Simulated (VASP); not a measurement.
# EuO (Fm-3m) in VASP: notebook

EuO is run at these levels: r2SCAN+rVV10+U; tasks: single point.

All numbers are computed with VASP 6.6.1; they aren't measurements. Logs are shortened: lines on timing, memory, paths and dates and some standing lists are left out, and cuts for length are marked.

**1. The cell of the first run**

It takes space group Fm-3m (No. 225, cubic). The conventional cell has a = 5.024 Å, b = 5.024 Å, c = 5.024 Å, α = 90.00°, β = 90.00°, γ = 90.00°. Eu (site symmetry m-3m) has 6 O at 2.51 Å within 3.3 Å. Within 3.3 Å of O (site symmetry m-3m) lie 6 Eu at 2.51 Å.

**2. Single point, r2SCAN+rVV10+U, collinear spin (15.85 Å³/atom)**

File POSCAR:

```
EuO
1.0
    0.0000000000      2.5118115992      2.5118115992
    2.5118115992      0.0000000000      2.5118115992
    2.5118115992      2.5118115992      0.0000000000
Eu O
1 1
Direct
    0.5000000000      0.5000000000      0.5000000000
    0.0000000000      0.0000000000      0.0000000000
```

File INCAR.step1:

```
ALGO = Normal ; EDIFF = 1E-5
ENCUT = 800 ; GGA = PE
GGA_COMPAT = False ; ISMEAR = 0
ISPIN = 2 ; LASPH = True
LCHARG = False ; LDAU = True
LDAUJ = 0 0 ; LDAUL = 3 -1
LDAUTYPE = 2 ; LDAUU = 4 0
LMAXMIX = 6 ; LREAL = False
LWAVE = True ; MAGMOM = 7.41 -0.11
NBANDS = 22 ; NELM = 200
PREC = Accurate ; SIGMA = 0.05
```

File INCAR.step2:

```
ALGO = Normal ; BPARAM = 11.95
CPARAM = 0.0093 ; EDIFF = 1E-6
ENCUT = 800 ; GGA_COMPAT = False
ISIF = 2 ; ISMEAR = 0
ISPIN = 2 ; ISTART = 1
IVDW_NL = 2 ; LASPH = True
LCHARG = False ; LDAU = True
LDAUJ = 0 0 ; LDAUL = 3 -1
LDAUPRINT = 1 ; LDAUTYPE = 2
LDAUU = 4 0 ; LMAXMIX = 6
LMIXTAU = True ; LORBIT = 11
LREAL = False ; LUSE_VDW = True
LWAVE = False ; MAGMOM = 7.41 -0.11
METAGGA = R2SCAN ; NBANDS = 22
NELM = 200 ; PREC = Accurate
SIGMA = 0.05
```

File KPOINTS:

```
k-points
0
Gamma
  8 8 8
```

Potentials or basis: VASP PAW PBE potentials, release 64 (Eu, O).

The run is started by

```sh
cat potpaw_PBE.64/Eu/POTCAR potpaw_PBE.64/O/POTCAR > POTCAR
cp INCAR.step1 INCAR
mpirun -np 1 vasp_std > vasp.out
cp INCAR.step2 INCAR
mpirun -np 1 vasp_std > vasp.out
```

OUTCAR:

```text
BPARAM = 11.95
   EDIFF = 1E-6
   ENCUT = 800
   ISIF = 2
   ISMEAR = 0
   ISPIN = 2
   ISTART = 1
   IVDW_NL = 2
   LASPH = True
   LORBIT = 11
   LREAL = False
   METAGGA = R2SCAN
   NELM = 200
   PREC = Accurate

 ion  position               nearest neighbor table
   1  0.500  0.500  0.500-   2 2.51   2 2.51   2 2.51   2 2.51   2 2.51   2 2.51
   2  0.000  0.000  0.000-   1 2.51   1 2.51   1 2.51   1 2.51   1 2.51   1 2.51

  LATTYP: Found a face centered cubic cell.
 ALAT       =     5.0236231984

  Lattice vectors:

 A1 = (   0.0000000000,   2.5118115992,   2.5118115992)
 A2 = (   2.5118115992,   0.0000000000,   2.5118115992)
 A3 = (   2.5118115992,   2.5118115992,   0.0000000000)

Analysis of symmetry for initial positions (statically):
=====================================================================
 Subroutine PRICEL returns:
 Original cell was already a primitive cell.

 Routine SETGRP: Setting up the symmetry group for a
 face centered cubic supercell.

 Subroutine GETGRP returns: Found 48 space group operations
 (whereof 48 operations were pure point group operations)
 out of a pool of 48 trial point group operations.

The static configuration has the point symmetry O_h .

Analysis of symmetry for dynamics (positions and initial velocities):
=====================================================================
 Subroutine PRICEL returns:
 Original cell was already a primitive cell.

 Routine SETGRP: Setting up the symmetry group for a
 face centered cubic supercell.

 Subroutine GETGRP returns: Found 48 space group operations
 (whereof 48 operations were pure point group operations)
 out of a pool of 48 trial point group operations.

The dynamic configuration has the point symmetry O_h .

Analysis of structural, dynamic, and magnetic symmetry:
=====================================================================
 Subroutine PRICEL returns:
 Original cell was already a primitive cell.

 Routine SETGRP: Setting up the symmetry group for a
 face centered cubic supercell.

 Subroutine GETGRP returns: Found 48 space group operations
 (whereof 48 operations were pure point group operations)
 out of a pool of 48 trial point group operations.

The overall configuration has the point symmetry O_h .

 Subroutine INISYM returns: Found 48 space group operations
 (whereof 48 operations are pure point group operations),
 and found     1 'primitive' translations

----------------------------------------------------------------------------------------

                                     Primitive cell

  volume of cell :      31.6950

  direct lattice vectors                    reciprocal lattice vectors
     0.000000000  2.511811599  2.511811599    -0.199059516  0.199059516  0.199059516
     2.511811599  0.000000000  2.511811599     0.199059516 -0.199059516  0.199059516
     2.511811599  2.511811599  0.000000000     0.199059516  0.199059516 -0.199059516

  length of vectors
     3.552238030  3.552238030  3.552238030     0.344781195  0.344781195  0.344781195

[... 117 lines left out ...]
 spin polarized calculation
 Gauss-broadening in eV      SIGMA  =   0.05
  energy-cutoff  :      800.00
  volume of cell :       31.70
 maximum number of plane-waves:      1660
 NGX is ok and might be reduce to    36
   NGX = 17   NGY = 17   NGZ = 17

atom =   1  type =  1  l = 3

 onsite density matrix

spin component  1

  0.9659  0.0000 -0.0045  0.0000  0.0000  0.0000 -0.0000
  0.0000  0.9519  0.0000  0.0000 -0.0000 -0.0000 -0.0000
 -0.0045  0.0000  0.9682 -0.0000  0.0000 -0.0000  0.0000
  0.0000  0.0000 -0.0000  0.9625  0.0000 -0.0000  0.0000
  0.0000 -0.0000  0.0000  0.0000  0.9682 -0.0000  0.0045
  0.0000 -0.0000 -0.0000 -0.0000 -0.0000  0.9717  0.0000
 -0.0000 -0.0000  0.0000  0.0000  0.0045  0.0000  0.9659

spin component  2

  0.0042 -0.0000  0.0020  0.0000  0.0000  0.0000 -0.0000
 -0.0000  0.0000 -0.0000  0.0000 -0.0000  0.0000  0.0000
  0.0020 -0.0000  0.0032 -0.0000  0.0000 -0.0000  0.0000
  0.0000  0.0000 -0.0000  0.0058 -0.0000 -0.0000  0.0000
  0.0000 -0.0000  0.0000 -0.0000  0.0032  0.0000 -0.0020
  0.0000  0.0000 -0.0000 -0.0000  0.0000  0.0016  0.0000
 -0.0000  0.0000  0.0000  0.0000 -0.0020  0.0000  0.0042

 occupancies and eigenvectors

  o =  0.0000  v =  0.0000  0.0000  0.0000  0.0000  0.0000  0.0000  0.0000  0.0000  1.0000  0.0000 -0.0000 -0.0000 -0.0000 -0.0000      0.0000  0.0000  0.0000  0.0000  0.0000  0.0000  0.0000  0.0000  0.0000  0.0000  0.0000  0.0000  0.0000  0.0000
  o =  0.0016  v =  0.0000  0.0000  0.0000  0.0000  0.0000  0.0000  0.0000  0.0008  0.0000 -0.0010  0.0000  0.7906 -0.0020  0.6124      0.0000  0.0000  0.0000  0.0000  0.0000  0.0000  0.0000  0.0000  0.0000  0.0000  0.0000  0.0000  0.0000  0.0000
  o =  0.0016  v =  0.0000  0.0000  0.0000  0.0000  0.0000  0.0000  0.0000  0.6124  0.0000 -0.7906 -0.0000 -0.0010 -0.0015 -0.0008      0.0000  0.0000  0.0000  0.0000  0.0000  0.0000  0.0000  0.0000  0.0000  0.0000  0.0000  0.0000  0.0000  0.0000
  o =  0.0016  v =  0.0000  0.0000  0.0000  0.0000  0.0000  0.0000  0.0000 -0.0009 -0.0000  0.0012 -0.0000 -0.0016 -1.0000 -0.0013      0.0000  0.0000  0.0000  0.0000  0.0000  0.0000  0.0000  0.0000  0.0000  0.0000  0.0000  0.0000  0.0000  0.0000
  o =  0.0058  v =  0.0000  0.0000  0.0000  0.0000  0.0000  0.0000  0.0000  0.0014  0.0000  0.0011 -0.0016 -0.6124 -0.0000  0.7906      0.0000  0.0000  0.0000  0.0000  0.0000  0.0000  0.0000  0.0000  0.0000  0.0000  0.0000  0.0000  0.0000  0.0000
  o =  0.0058  v =  0.0000  0.0000  0.0000  0.0000  0.0000  0.0000  0.0000  0.0007  0.0000  0.0005  1.0000 -0.0010 -0.0000  0.0013      0.0000  0.0000  0.0000  0.0000  0.0000  0.0000  0.0000  0.0000  0.0000  0.0000  0.0000  0.0000  0.0000  0.0000
  o =  0.0058  v =  0.0000  0.0000  0.0000  0.0000  0.0000  0.0000  0.0000 -0.7906  0.0000 -0.6124  0.0009 -0.0011  0.0000  0.0014      0.0000  0.0000  0.0000  0.0000  0.0000  0.0000  0.0000  0.0000  0.0000  0.0000  0.0000  0.0000  0.0000  0.0000
  o =  0.9519  v = -0.0000  1.0000  0.0000 -0.0000 -0.0000  0.0000  0.0000  0.0000  0.0000  0.0000  0.0000  0.0000  0.0000  0.0000      0.0000  0.0000  0.0000  0.0000  0.0000  0.0000  0.0000  0.0000  0.0000  0.0000  0.0000  0.0000  0.0000  0.0000
  o =  0.9625  v =  0.0007 -0.0000  0.0005 -0.9900  0.0864 -0.0000 -0.1116  0.0000  0.0000  0.0000  0.0000  0.0000  0.0000  0.0000      0.0000  0.0000  0.0000  0.0000  0.0000  0.0000  0.0000  0.0000  0.0000  0.0000  0.0000  0.0000  0.0000  0.0000
  o =  0.9625  v =  0.7906 -0.0000  0.6124 -0.0000 -0.0037  0.0000  0.0048  0.0000  0.0000  0.0000  0.0000  0.0000  0.0000  0.0000      0.0000  0.0000  0.0000  0.0000  0.0000  0.0000  0.0000  0.0000  0.0000  0.0000  0.0000  0.0000  0.0000  0.0000
  o =  0.9625  v =  0.0048  0.0000  0.0037  0.1412  0.6062  0.0000 -0.7826  0.0000  0.0000  0.0000  0.0000  0.0000  0.0000  0.0000      0.0000  0.0000  0.0000  0.0000  0.0000  0.0000  0.0000  0.0000  0.0000  0.0000  0.0000  0.0000  0.0000  0.0000
  o =  0.9717  v =  0.0000  0.0000  0.0000  0.0000 -0.0887 -0.9937 -0.0687  0.0000  0.0000  0.0000  0.0000  0.0000  0.0000  0.0000      0.0000  0.0000  0.0000  0.0000  0.0000  0.0000  0.0000  0.0000  0.0000  0.0000  0.0000  0.0000  0.0000  0.0000
  o =  0.9717  v =  0.6124  0.0000 -0.7906  0.0000 -0.0000  0.0000 -0.0000  0.0000  0.0000  0.0000  0.0000  0.0000  0.0000  0.0000      0.0000  0.0000  0.0000  0.0000  0.0000  0.0000  0.0000  0.0000  0.0000  0.0000  0.0000  0.0000  0.0000  0.0000
  o =  0.9717  v =  0.0000  0.0000  0.0000  0.0000  0.7856 -0.1122  0.6085  0.0000  0.0000  0.0000  0.0000  0.0000  0.0000  0.0000      0.0000  0.0000  0.0000  0.0000  0.0000  0.0000  0.0000  0.0000  0.0000  0.0000  0.0000  0.0000  0.0000  0.0000

 number of electron      22.9999998 magnetization       6.9999999

 Free energy of the ion-electron system (eV)
  ---------------------------------------------------
  ext. energy  EPLUGINS =         0.00000000
  ---------------------------------------------------
  free energy    TOTEN  =       -50.56708036 eV

  energy without entropy =      -50.56658835  energy(sigma->0) =      -50.56683435

 E-fermi :   4.4521     XC(G=0): -11.8301

 val. band max:        4.4238770248   @ k =   0.1250   0.1250   0.0000
 cond. band min:       4.4555045704   @ k =   0.3750   0.3750   0.0000
 fundamental gap:      0.0316275456
 Fermi energy:         4.4521123948

 spin component 1

 k-point     1 :       0.0000    0.0000    0.0000
  band No.  band energies     occupation
      1     -37.2611      1.00000
      2     -15.0953      1.00000
      3     -15.0953      1.00000
      4     -15.0953      1.00000
      5     -15.0540      1.00000
      6       0.6537      1.00000
[... 1193 lines left out ...]
     21      17.2453      0.00000
     22      17.8448      0.00000

 [... further k-points ...]

------------------------ aborting loop because EDIFF is reached ----------------------------------------

  FORCE on cell =-STRESS in cart. coord.  units (eV):
  Direction    XX          YY          ZZ          XY          YZ          ZX
  --------------------------------------------------------------------------------------
  -------------------------------------------------------------------------------------
  Total        0.8090794      0.8090794      0.8090794      0.0000000      0.0000000     -0.0000000
  in kB       40.8987992     40.8987992     40.8987992      0.0000000      0.0000000     -0.0000000
  external PRESSURE =      40.8987992 kB  Pullay stress =       0.0000000 kB

 VOLUME and BASIS-vectors are now :
 -----------------------------------------------------------------------------
  energy-cutoff  :      800.00
  volume of cell :       31.70
      direct lattice vectors                 reciprocal lattice vectors
     0.000000000  2.511811599  2.511811599    -0.199059516  0.199059516  0.199059516
     2.511811599  0.000000000  2.511811599     0.199059516 -0.199059516  0.199059516
     2.511811599  2.511811599  0.000000000     0.199059516  0.199059516 -0.199059516

 POSITION                                       TOTAL-FORCE (eV/Angst)
 -----------------------------------------------------------------------------------
      2.51181      2.51181      2.51181         0.000000     -0.000000     -0.000000
      0.00000      0.00000      0.00000        -0.000000      0.000000      0.000000
 -----------------------------------------------------------------------------------
    total drift:                                0.000000      0.000000      0.000000

  FREE ENERGIE OF THE ION-ELECTRON SYSTEM (eV)
  ---------------------------------------------------
  free  energy   TOTEN  =       -50.5670803570 eV

  energy  without entropy=      -50.5665883507  energy(sigma->0) =      -50.56683435

 total charge

# of ion       s       p       d       f       tot
--------------------------------------------------
    1        2.043   5.845   0.345   6.768  15.000
    2        1.556   3.457   0.000   0.000   5.013
--------------------------------------------------
tot          3.599   9.302   0.345   6.768  20.013

 magnetization (x)

# of ion       s       p       d       f       tot
--------------------------------------------------
    1       -0.024  -0.184   0.100   6.725   6.616
    2       -0.007  -0.108   0.000   0.000  -0.115
--------------------------------------------------
tot         -0.031  -0.293   0.100   6.725   6.502
```

Wall time 5 min (1 thread of AMD EPYC 9R45 (Zen 5), shared host); peak memory 0.45 GiB.

Results:

```
Free energy                                           : -50.5671 eV
Pressure                                              : 4.1 GPa
Band gap on the k mesh                                : zero (filled and empty bands overlap)
Net moment                                            : 7.00 μB per cell
Site moments                                          : Eu +6.62; O -0.12 μB
Valence electrons inside the program's atomic spheres : Eu 15.00; O 5.01
```

Eigenvalues of the final occupation matrices:
```tsv
site	spin	trace	eigenvalues
site 1 f	1	6.75	0.95 0.96 0.96 0.96 0.97 0.97 0.97
site 1 f	2	0.02	0.00 0.00 0.00 0.00 0.01 0.01 0.01
```

Caveat: the cell stands under pressure; the PAW data sets were made with another functional, which shifts forces and pressure a little; spin-orbit coupling is left out, which moves the levels of the heavy elements; a cell with one magnetic atom can't hold antiferromagnetic order, which such compounds often take.

**3. Single point, r2SCAN+rVV10+U, collinear spin (16.18 Å³/atom)**

This run uses another cell than the first one, of 16.18 Å³/atom.

File POSCAR:

```
EuO
1.0
    0.0000000000      2.5291349852      2.5291349852
    2.5291349852      0.0000000000      2.5291349852
    2.5291349852      2.5291349852      0.0000000000
Eu O
1 1
Direct
    0.5000000000      0.5000000000      0.5000000000
    0.0000000000      0.0000000000      0.0000000000
```

File INCAR.step1:

```
SYSTEM = EuO
  PREC = Accurate
  ENCUT = 800
  ISMEAR = 0
  SIGMA = 0.05
  LREAL = .FALSE.
  LASPH = .TRUE.
  NELM = 200
  ISPIN = 2
  MAGMOM = 7.42 -0.11
  LMAXMIX = 6
  LDAU = .TRUE.
  LDAUTYPE = 2
  LDAUL = 3 -1
  LDAUU = 4 0
  LDAUJ = 0 0
  NBANDS = 22
  GGA = PE
  ALGO = Normal
  EDIFF = 1E-5
  LWAVE = .TRUE.
  LCHARG = .FALSE.
  GGA_COMPAT = .FALSE.
```

File INCAR.step2:

```
SYSTEM = EuO
  PREC = Accurate
  ENCUT = 800
  EDIFF = 1E-6
  ISMEAR = 0
  SIGMA = 0.05
  LREAL = .FALSE.
  LASPH = .TRUE.
  NELM = 200
  ALGO = Normal
  ISIF = 2
  LWAVE = .FALSE.
  LCHARG = .FALSE.
  ISPIN = 2
  MAGMOM = 7.42 -0.11
  LORBIT = 11
  LMAXMIX = 6
  LDAU = .TRUE.
  LDAUTYPE = 2
  LDAUL = 3 -1
  LDAUU = 4 0
  LDAUJ = 0 0
  LDAUPRINT = 1
  METAGGA = R2SCAN
  LMIXTAU = .TRUE.
  LUSE_VDW = .TRUE.
  IVDW_NL = 2
  BPARAM = 11.95
  CPARAM = 0.0093
  NBANDS = 22
  ISTART = 1
  GGA_COMPAT = .FALSE.
```

File KPOINTS:

```
Automatic mesh
0
G
  8 8 8
  0 0 0
```

Potentials or basis: VASP PAW PBE potentials, release 64 (Eu, O).

The run is started by

```sh
cat potpaw_PBE.64/Eu/POTCAR potpaw_PBE.64/O/POTCAR > POTCAR
cp INCAR.step1 INCAR
mpirun -np 1 vasp_std > vasp.out
cp INCAR.step2 INCAR
mpirun -np 1 vasp_std > vasp.out
```

Wall time 4.8 min (1 thread of AMD EPYC 9R45 (Zen 5), shared host); peak memory 0.45 GiB.

It converged, with:

| Property | Result |
| --- | --- |
| Free energy | -50.5788 eV |
| Pressure | 1.7 GPa |
| Band gap on the k mesh | zero (filled and empty bands overlap) |
| Net moment | 7.00 μB per cell |
| Site moments | Eu +6.62; O -0.11 μB |
| Valence electrons inside the program's atomic spheres | Eu 14.99; O 5.00 |

Levels at points of the mesh, in eV from the Fermi level:
Spin up:
| k point | band 12 | band 13 | band 14 | band 15 | band 16 | band 17 | band 18 | band 19 |
| --- | --- | --- | --- | --- | --- | --- | --- | --- |
| (0.00, 0.00, 0.00) | -0.44 | 0.04 | 0.04 | 0.04 | 0.98 | 2.61 | 2.61 | 2.61 |
| (0.50, 0.00, 0.00) | -0.45 | -0.45 | -0.43 | -0.40 | 3.37 | 5.60 | 5.60 | 6.18 |
| (0.50, 0.50, 0.00) | -0.56 | -0.53 | -0.39 | -0.13 | -0.13 | 4.78 | 7.09 | 7.96 |
Spin down:
```csv
k point,band 6,band 7,band 8,band 9,band 10,band 11
"(0.00, 0.00, 0.00)",-3.48,-3.48,-3.48,1.99,3.75,3.75
"(0.50, 0.00, 0.00)",-5.57,-4.70,-4.70,4.06,6.40,6.84
"(0.50, 0.50, 0.00)",-3.37,-3.36,-3.36,0.41,5.92,7.87
```

Eigenvalues of the final occupation matrices:
| site | spin | trace | eigenvalues |
| --- | --- | --- | --- |
| site 1 f | 1 | 6.76 | 0.95 0.96 0.96 0.96 0.97 0.97 0.97 |
| site 1 f | 2 | 0.02 | 0.00 0.00 0.00 0.00 0.01 0.01 0.01 |

Caveat: the PAW data sets were made with another functional, which shifts forces and pressure a little; spin-orbit coupling is left out, which moves the levels of the heavy elements; a cell with one magnetic atom can't hold antiferromagnetic order, which such compounds often take.

(Part 1 of 2 ends here.)

The gap in the log of VASP goes by the Fermi energy; the results here count the filled bands.